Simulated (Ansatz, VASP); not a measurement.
**PbS: VASP beside Ansatz**

```
Pb S
1.0
     0.00000    2.96575    2.96575
     2.96575    0.00000    2.96575
     2.96575    2.96575    0.00000
Pb S
1 1
Direct
  0.00000 0.00000 0.00000
  0.50000 0.50000 0.50000
```

Alike in both runs: task single point; functional PBE; k mesh 4 × 4 × 4; no spin polarisation.

|  | VASP | Ansatz |
| --- | --- | --- |
| version | VASP 6.6.1 | Ansatz 0.2.0 |
| potentials or method | VASP PAW PBE potentials, release 64 (Pb_d, S), cutoff 520 eV | plane waves, PAW |
| occupations | gaussian, width 0.01 eV | fixed |
| valence electrons in the cell | 20 | 20 |

```csv
,VASP,Ansatz,Ansatz less VASP
gap on the k mesh at the Fermi level (eV),0.36,0.36,-0.007
```

The k mesh is coarse, so the values compare programs but aren't converged. Neither program's run includes spin-orbit coupling.
